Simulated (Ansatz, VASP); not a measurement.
One calculation of Al2Cu, two programs

File INCAR:

```
SYSTEM = Al2Cu
  PREC = Accurate
  ENCUT = 520
  EDIFF = 1E-6
  ISMEAR = 0
  SIGMA = 0.15
  LREAL = .False.
  LASPH = .True.
  NELM = 100
  ALGO = Fast
  ISIF = 2
  LWAVE = .False.
  LCHARG = .True.
  GGA = PE
  LELF = .True.
  LVHAR = .True.
  NBANDS = 16
```

Contents of KPOINTS:

```
regular mesh
0
Gamma
  10 10 14
  0 0 0
```

POSCAR

```
Al2Cu
1.0
    4.4096000000      0.0000000000      0.0000000000
    0.0000000000      4.4096000000      0.0000000000
    0.0000000000      0.0000000000      3.1155000000
Al Cu
2 1
Direct
    0.5000000000      0.0000000000      0.5000000000
    0.0000000000      0.5000000000      0.5000000000
    0.0000000000      0.0000000000      0.0000000000
```

Input for Ansatz:

```yaml
crystal:
  lattice:
    - [4.4096, 0.0, 0.0]
    - [0.0, 4.4096, 0.0]
    - [0.0, 0.0, 3.1155]
  atoms:
    - { symbol: Al, position: [0.5, 0.0, 0.5] }
    - { symbol: Al, position: [0.0, 0.5, 0.5] }
    - { symbol: Cu, position: [0.0, 0.0, 0.0] }
basis:
  ecutwfc: 520.0
kpoints:
  mp_grid: { grid: [10, 10, 14] }
hamiltonian:
  xc: pbe
  pseudopotentials: { kind: paw, azcp: { folder: soft_1 } }
scf:
  occupations: { method: gaussian, width: 0.15 }
output:
  forces: true
  stress: true
  eigenvalues: true
```

Alike in both runs: task single point; functional PBE; k mesh 10 × 10 × 14; occupations gaussian, width 0.15 eV; no spin polarisation.

```csv
,VASP,Ansatz
version,VASP 6.6.1,Ansatz 0.2.0
potentials or method,"VASP PAW PBE potentials, release 64 (Al, Cu), cutoff 520 eV","scalar-relativistic, plane waves, PAW"
valence electrons in the cell,17,25
```

```csv
,VASP,Ansatz,Ansatz less VASP
gap on the k mesh at the Fermi level (eV),none,none,-
pressure (GPa),-11.4,-11.3,+0.15
"traceless stress, the component that is largest in VASP (GPa)",-0.54,-0.55,-0.008
```

A gap of «none» marks a metal or a gap that the smearing closes. The functional is the same, so the differences come from potentials, cutoffs and numerics. VASP's potentials hold 17 valence electrons a cell and Ansatz's 25, so a difference there can come from the potentials and not from the codes.
